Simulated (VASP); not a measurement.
# Si4BN3 (P-43m) in VASP: further runs

Si4BN3 is run at these levels: PBE; tasks: single point, relaxation of cell and atoms.

Program: VASP 6.6.1. These are calculated values, not measurements. Logs are shortened: lines on timing, memory, paths and dates and some standing lists are left out, and cuts for length are marked.

**1. The cell of the first run**

It takes space group P-43m (No. 215, cubic). Conventional cell: a = 4.372 Å, b = 4.372 Å, c = 4.372 Å, α = 90.00°, β = 90.00°, γ = 90.00°. Within 2.5 Å of Si (site symmetry 3m) lie 3 N at 1.88 Å and 1 B at 1.95 Å. Within 2.6 Å of B (site symmetry -43m) lie 4 Si at 1.95 Å. N (site symmetry -42m) has 4 Si at 1.88 Å within 2.5 Å.

**2. Single point, PBE**

INCAR

```
SYSTEM = Si4BN3
PREC = Accurate
ENCUT = 520
EDIFF = 1E-6
ISMEAR = 0
SIGMA = 0.2
LREAL = .False.
LASPH = .True.
NELM = 80
ALGO = Normal
ISIF = 2
LWAVE = .False.
LCHARG = .True.
GGA = PE
LELF = .True.
LVHAR = .True.
NBANDS = 27
```

KPOINTS

```
regular mesh
0
Gamma
  4 4 4
  0 0 0
```

POSCAR

```
Si4BN3
1.0
    4.3717731237      0.0000000000      0.0000000000
    0.0000000000      4.3717731237      0.0000000000
    0.0000000000      0.0000000000      4.3717731237
Si B N
4 1 3
Direct
    0.7426367917      0.2573632083      0.7426367917
    0.7426367917      0.7426367917      0.2573632083
    0.2573632083      0.2573632083      0.2573632083
    0.2573632083      0.7426367917      0.7426367917
    0.0000000000      0.0000000000      0.0000000000
    0.5000000000      0.5000000000      0.0000000000
    0.5000000000      0.0000000000      0.5000000000
    0.0000000000      0.5000000000      0.5000000000
```

Potentials or basis: VASP PAW PBE potentials, release 64 (Si, B, N).

Launch:

```
$ cat potpaw_PBE.64/Si/POTCAR potpaw_PBE.64/B/POTCAR potpaw_PBE.64/N/POTCAR > POTCAR
$ mpirun -np 1 vasp_std > vasp.out
```

OUTCAR:

```text
SYSTEM = Si4BN3
   PREC = Accurate
   ENCUT = 520
   EDIFF = 1E-6
   ISMEAR = 0
   LREAL = .False.
   LASPH = .True.
   NELM = 80
   ISIF = 2
   GGA = PE

 ion  position               nearest neighbor table
   1  0.743  0.257  0.743-   6 1.88   7 1.88   8 1.88   5 1.95   3 3.00   4 3.00   2 3.00   3 3.09
                             3 3.09   4 3.09   2 3.09   2 3.09   4 3.09
   2  0.743  0.743  0.257-   6 1.88   7 1.88   8 1.88   5 1.95   3 3.00   4 3.00   1 3.00   3 3.09
                             3 3.09   4 3.09   1 3.09   1 3.09   4 3.09
   3  0.257  0.257  0.257-   6 1.88   7 1.88   8 1.88   5 1.95   2 3.00   4 3.00   1 3.00   1 3.09
                             4 3.09   2 3.09   4 3.09   1 3.09   2 3.09
   4  0.257  0.743  0.743-   6 1.88   7 1.88   8 1.88   5 1.95   2 3.00   3 3.00   1 3.00   3 3.09
                             1 3.09   3 3.09   2 3.09   1 3.09   2 3.09
   5  0.000  0.000  0.000-   1 1.95   2 1.95   3 1.95   4 1.95
   6  0.500  0.500  0.000-   1 1.88   2 1.88   3 1.88   4 1.88
   7  0.500  0.000  0.500-   1 1.88   2 1.88   3 1.88   4 1.88
   8  0.000  0.500  0.500-   1 1.88   2 1.88   3 1.88   4 1.88

  LATTYP: Found a simple cubic cell.
 ALAT       =     4.3717731237

  Lattice vectors:

 A1 = (   4.3717731237,   0.0000000000,   0.0000000000)
 A2 = (   0.0000000000,   4.3717731237,   0.0000000000)
 A3 = (   0.0000000000,   0.0000000000,   4.3717731237)

Analysis of symmetry for initial positions (statically):
=====================================================================
 Subroutine PRICEL returns:
 Original cell was already a primitive cell.

 Routine SETGRP: Setting up the symmetry group for a
 simple cubic supercell.

 Subroutine GETGRP returns: Found 24 space group operations
 (whereof 24 operations were pure point group operations)
 out of a pool of 48 trial point group operations.

The static configuration has the point symmetry T_d .

Analysis of symmetry for dynamics (positions and initial velocities):
=====================================================================
 Subroutine PRICEL returns:
 Original cell was already a primitive cell.

 Routine SETGRP: Setting up the symmetry group for a
 simple cubic supercell.

 Subroutine GETGRP returns: Found 24 space group operations
 (whereof 24 operations were pure point group operations)
 out of a pool of 48 trial point group operations.

The dynamic configuration has the point symmetry T_d .

 Subroutine INISYM returns: Found 24 space group operations
 (whereof 24 operations are pure point group operations),
 and found     1 'primitive' translations

----------------------------------------------------------------------------------------

                                     Primitive cell

  volume of cell :      83.5551

  direct lattice vectors                    reciprocal lattice vectors
     4.371773124  0.000000000  0.000000000     0.228740141  0.000000000  0.000000000
     0.000000000  4.371773124  0.000000000     0.000000000  0.228740141  0.000000000
     0.000000000  0.000000000  4.371773124     0.000000000  0.000000000  0.228740141

  length of vectors
     4.371773124  4.371773124  4.371773124     0.228740141  0.228740141  0.228740141

  position of ions in fractional coordinates (direct lattice)
     0.742636792  0.257363208  0.742636792
     0.742636792  0.742636792  0.257363208
     0.257363208  0.257363208  0.257363208
     0.257363208  0.742636792  0.742636792
     0.000000000  0.000000000  0.000000000
     0.500000000  0.500000000  0.000000000
     0.500000000  0.000000000  0.500000000
     0.000000000  0.500000000  0.500000000

  ion indices of the primitive-cell ions
   primitive index   ion index
                 1           1
                 2           2
                 3           3
                 4           4
                 5           5
                 6           6
                 7           7
                 8           8

----------------------------------------------------------------------------------------

 KPOINTS: regular mesh

Automatic generation of k-mesh.
 Grid dimensions read from file:
 generate k-points for:    4    4    4

 Generating k-lattice:

  Cartesian coordinates                     Fractional coordinates (reciprocal lattice)
     0.057185035  0.000000000  0.000000000     0.250000000  0.000000000  0.000000000
     0.000000000  0.057185035  0.000000000     0.000000000  0.250000000  0.000000000
     0.000000000  0.000000000  0.057185035     0.000000000  0.000000000  0.250000000

  Length of vectors
     0.057185035  0.057185035  0.057185035

  Shift w.r.t. Gamma in fractional coordinates (k-lattice)
     0.000000000  0.000000000  0.000000000

 Subroutine IBZKPT returns following result:
 ===========================================

 Found     10 irreducible k-points:

 Following reciprocal coordinates:
            Coordinates               Weight
  0.000000  0.000000  0.000000      1.000000
  0.250000  0.000000  0.000000      6.000000
  0.500000  0.000000  0.000000      3.000000
  0.250000  0.250000  0.000000     12.000000
  0.500000  0.250000  0.000000     12.000000
  0.500000  0.500000  0.000000      3.000000
  0.250000  0.250000  0.250000      8.000000
  0.500000  0.250000  0.250000     12.000000
  0.500000  0.500000  0.250000      6.000000
  0.500000  0.500000  0.500000      1.000000
   k-points           NKPTS =     10   k-points in BZ     NKDIM =     10   number of bands    NBANDS=     27
   number of dos      NEDOS =    301   number of ions     NIONS =      8
   total plane-waves  NPLWV =  46656
   dimension x,y,z NGX =    36 NGY =   36 NGZ =   36
   dimension x,y,z NGXF=    72 NGYF=   72 NGZF=   72
   ions per type =               4   1   3
   NGX,Y,Z   is equivalent  to a cutoff of  13.69, 13.69, 13.69 a.u.
   NGXF,Y,Z  is equivalent  to a cutoff of  27.38, 27.38, 27.38 a.u.
 SYSTEM =  Si4BN3
   PREC   = accura    normal or accurate (medium, high low for compatibility)
   ISTART =      0    job   : 0-new  1-cont  2-samecut
   ICHARG =      2    charge: 1-file 2-atom 10-const
   ISPIN  =      1    spin polarized calculation?
   LNONCOLLINEAR =      F non collinear calculations
   LSORBIT =      F    spin-orbit coupling
   LASPH  =      T    aspherical Exc in radial PAW
   ENCUT  =  520.0 eV  38.22 Ry    6.18 a.u.   8.13  8.13  8.13*2*pi/ulx,y,z
   NELM   =     80;   NELMIN=  2; NELMDL= -5     # of ELM steps
   EDIFF  = 0.1E-05   stopping-criterion for ELM
   LREAL  =      F    real-space projection
   EDIFFG = 0.1E-04   stopping-criterion for IOM
   NSW    =      0    number of steps for IOM
   IBRION =     -1    ionic relax: 0-MD 1-quasi-New 2-CG
   NFREE  =      0    steps in history (QN), initial steepest desc. (CG)
   ISIF   =      2    stress and relaxation
   ISYM   =      2    0-nonsym 1-usesym 2-fastsym
   POTIM  = 0.5000    time-step for ionic-motion
   TEBEG  =    0.0;   TEEND  =   0.0 temperature during run
   PSTRESS=    0.0 pullay stress
   NELECT =      34.0000    total number of electrons
   NUPDOWN=      -1.0000    fix difference up-down
   EMIN   =  10.00;   EMAX   =-10.00  energy-range for DOS
   EFERMI =   0.00;   METHOD = LEGACY
   ISMEAR =     0;   SIGMA  =   0.20  broadening in eV -4-tet -1-fermi 0-gaus
   EFERMI_NEDOS =   21; number of points for ismear=-14 and -15
   IALGO  =     38    algorithm
   IMIX   =      4    mixing-type and parameters
     AMIX     =   0.40;   BMIX     =  1.00
     AMIX_MAG =   1.60;   BMIX_MAG =  1.00
  volume/ion in A,a.u.               =      10.44        70.48
  Fermi-wavevector in a.u.,A,eV,Ry     =   1.213138  2.292498 20.023744  1.471704
  Thomas-Fermi vector in A             =   2.348600
   LORBIT       =      0    0 simple, 1 ext, 2 COOP (PROOUT), +10 PAW based schemes
   GGA     = PE    functional components
   LHFCALC =     F    Hartree Fock is set to
   AEXX    =    0.0000 exact exchange contribution
   IVDW    =     0    specifies the selected vdW correction
   LEPSILON=     F    determine dielectric tensor
   LRPA    =     F    only Hartree local field effects (RPA)
 non-spin polarized calculation
 Gauss-broadening in eV      SIGMA  =   0.20
  energy-cutoff  :      520.00
  volume of cell :       83.56
 maximum number of plane-waves:      2301
 NGX is ok and might be reduce to    36
   NGX = 17   NGY = 17   NGZ = 17

 number of electron      33.9999996 magnetization

 Free energy of the ion-electron system (eV)
  ---------------------------------------------------
  ext. energy  EPLUGINS =         0.00000000
  ---------------------------------------------------
  free energy    TOTEN  =       -55.45325810 eV

  energy without entropy =      -55.41631275  energy(sigma->0) =      -55.43478542

 E-fermi :  10.9179     XC(G=0): -11.3792

 val. band max:       10.7431792401   @ k =   0.5000   0.5000   0.5000
 cond. band min:      10.9915890878   @ k =   0.5000   0.2500   0.0000
 fundamental gap:      0.2484098477
 Fermi energy:        10.9179265405

 k-point     1 :       0.0000    0.0000    0.0000
  band No.  band energies     occupation
      1      -9.9316      2.00000
      2      -7.3178      2.00000
      3      -7.3178      2.00000
      4      -0.6230      2.00000
      5      -0.6230      2.00000
      6      -0.6230      2.00000
[... 19 lines left out ...]
     26      15.1798      0.00000
     27      18.7269      0.00000

 k-point     2 :       0.2500    0.0000    0.0000
  band No.  band energies     occupation
      1      -9.6579      2.00000
      2      -7.7562      2.00000
      3      -7.2875      2.00000
      4      -1.1156      2.00000
      5      -0.3597      2.00000
      6      -0.3597      2.00000
[... 232 lines left out ...]
 k-point    10 :       0.5000    0.5000    0.5000
  band No.  band energies     occupation
      1      -8.1008      2.00000
      2      -8.1008      2.00000
      3      -8.1008      2.00000
      4      -2.2209      2.00000
      5      -0.9646      2.00000
      6      -0.9646      2.00000
[... 19 lines left out ...]
     26      14.8701      0.00000
     27      15.5218      0.00000

------------------------ aborting loop because EDIFF is reached ----------------------------------------

  FORCE on cell =-STRESS in cart. coord.  units (eV):
  Direction    XX          YY          ZZ          XY          YZ          ZX
  --------------------------------------------------------------------------------------
  -------------------------------------------------------------------------------------
  Total       -0.3033211     -0.3033211     -0.3033211      0.0000000     -0.0000000      0.0000000
  in kB       -5.8162141     -5.8162141     -5.8162141      0.0000000     -0.0000000      0.0000000
  external PRESSURE =      -5.8162141 kB  Pullay stress =       0.0000000 kB

 VOLUME and BASIS-vectors are now :
 -----------------------------------------------------------------------------
  energy-cutoff  :      520.00
  volume of cell :       83.56
      direct lattice vectors                 reciprocal lattice vectors
     4.371773124  0.000000000  0.000000000     0.228740141  0.000000000  0.000000000
     0.000000000  4.371773124  0.000000000     0.000000000  0.228740141  0.000000000
     0.000000000  0.000000000  4.371773124     0.000000000  0.000000000  0.228740141

 POSITION                                       TOTAL-FORCE (eV/Angst)
 -----------------------------------------------------------------------------------
      3.24664      1.12513      3.24664         0.037727     -0.037727      0.037727
      3.24664      3.24664      1.12513         0.037727      0.037727     -0.037727
      1.12513      1.12513      1.12513        -0.037727     -0.037727     -0.037727
      1.12513      3.24664      3.24664        -0.037727      0.037727      0.037727
      0.00000      0.00000      0.00000         0.000000      0.000000      0.000000
      2.18589      2.18589      0.00000        -0.000000     -0.000000      0.000000
      2.18589      0.00000      2.18589         0.000000      0.000000     -0.000000
      0.00000      2.18589      2.18589         0.000000     -0.000000      0.000000
 -----------------------------------------------------------------------------------
    total drift:                               -0.000000     -0.000000     -0.000000

  FREE ENERGIE OF THE ION-ELECTRON SYSTEM (eV)
  ---------------------------------------------------
  free  energy   TOTEN  =       -55.4532581031 eV

  energy  without entropy=      -55.4163127451  energy(sigma->0) =      -55.43478542
```

Run time: 22 s. Hardware: 1 thread of Intel Xeon Platinum 8259CL at 2.50GHz (Skylake/Cascade Lake), shared host; peak memory 0.2 GiB.

Results:

```yaml
Free_energy: -55.4533 eV
Pressure: -0.6 GPa
Largest_force: 0.065 eV/Å
Band_gap_on_the_k_mesh: zero (band 17 reaches 12.34 eV, above the bottom of band 18 at 8.74 eV)
```

Forces in eV/Å, atoms in the order of the input:
```
Si   0.038 -0.038  0.038
Si   0.038  0.038 -0.038
Si  -0.038 -0.038 -0.038
Si  -0.038  0.038  0.038
B    0.000  0.000  0.000
N    0.000  0.000  0.000
N    0.000  0.000  0.000
N    0.000  0.000  0.000
```

**3. Relaxation of cell and atoms, PBE**

This run uses another cell than the first one, of 11.77 Å³/atom, 1.127 times its volume.

INCAR

```
  PREC = Accurate
  ENCUT = 600
  EDIFF = 1E-7
  ISMEAR = 0
  SIGMA = 0.2
  LREAL = False
  LASPH = True
  NELM = 60
  ALGO = Normal
  ISIF = 3
  LWAVE = False
  LCHARG = False
  GGA = PE
  IBRION = 2
  NSW = 36
  EDIFFG = -0.08
```

KPOINTS

```
regular mesh
0
Gamma
  4 4 4
```

POSCAR

```
Si4BN3
1.0
    4.5500000000      0.0000000000      0.0000000000
    0.0000000000      4.5500000000      0.0000000000
    0.0000000000      0.0000000000      4.5500000000
Si B N
4 1 3
Direct
    0.7450000000      0.2550000000      0.7450000000
    0.7450000000      0.7450000000      0.2550000000
    0.2550000000      0.2550000000      0.2550000000
    0.2550000000      0.7450000000      0.7450000000
    0.0000000000      0.0000000000      0.0000000000
    0.5000000000      0.5000000000      0.0000000000
    0.5000000000      0.0000000000      0.5000000000
    0.0000000000      0.5000000000      0.5000000000
```

Potentials or basis: VASP PAW PBE potentials, release 64 (Si, B, N).

Launch:

```
$ cat potpaw_PBE.64/Si/POTCAR potpaw_PBE.64/B/POTCAR potpaw_PBE.64/N/POTCAR > POTCAR
$ mpirun -np 1 vasp_std > vasp.out
```

Run time: 53 s. Hardware: 1 thread of Intel Xeon Platinum 8259CL at 2.50GHz (Skylake/Cascade Lake), shared host; peak memory 0.21 GiB.

Results (log left out):

```
Free energy                            : -55.4730 eV
Relaxed volume                         : 10.40 Å³/atom
Relaxed cell                           : a = 4.365 Å, b = 4.365 Å, c = 4.365 Å, α = 90.00°, β = 90.00°, γ = 90.00°
Space group after relaxing (to 0.05 Å) : P-43m (No. 215)
Energy gained by relaxing              : 82.1 meV/atom
Ionic steps                            : 3
Pressure after relaxing                : 0.1 GPa
Largest force after relaxing           : 0.073 eV/Å
Band gap on the k mesh                 : zero (band 17 reaches 12.47 eV, above the bottom of band 18 at 8.74 eV)
```

Forces on the atoms (eV/Å):
```
Si  -0.042  0.042 -0.042
Si  -0.042 -0.042  0.042
Si   0.042  0.042  0.042
Si   0.042 -0.042 -0.042
B    0.000  0.000  0.000
N    0.000  0.000  0.000
N    0.000  0.000  0.000
N    0.000  0.000  0.000
```

Step by step:
```tsv
step	energy change (eV)	largest force (eV/Å)	pressure (GPa)	volume (Å³)
1	0.0000	0.1843	-16.97	94.20
2	-0.4735	0.0110	12.33	78.20
3	-0.6569	0.0732	0.11	83.17
```

Final structure:
```xyz
8
Lattice="4.3650 0.0000 0.0000 0.0000 4.3650 0.0000 0.0000 0.0000 4.3650" Properties=species:S:1:pos:R:3 pbc="T T T"
Si    3.2487    1.1163    3.2487
Si    3.2487    3.2487    1.1163
Si    1.1163    1.1163    1.1163
Si    1.1163    3.2487    3.2487
B     0.0000    0.0000    0.0000
N     2.1825    2.1825    0.0000
N     2.1825    0.0000    2.1825
N     0.0000    2.1825    2.1825
```

Levels at points of the mesh, in eV from the Fermi level:
| k point | band 15 | band 16 | band 17 | band 18 | band 19 | band 20 |
| --- | --- | --- | --- | --- | --- | --- |
| (0.00, 0.00, 0.00) | -3.41 | -3.41 | -3.20 | -2.29 | -2.29 | 1.18 |
| (0.50, 0.00, 0.00) | -4.35 | -4.35 | -0.60 | 0.75 | 1.09 | 1.47 |
| (0.50, 0.50, 0.00) | -4.07 | -4.07 | 1.44 | 1.44 | 1.49 | 2.14 |
| (0.50, 0.50, 0.50) | -3.28 | -3.28 | -0.20 | -0.20 | -0.20 | 3.47 |

Caveat: the relaxation stopped at a loose force limit of 0.08 eV/Å, so its end isn't a converged minimum.

(Part 1 of 3 ends here.)
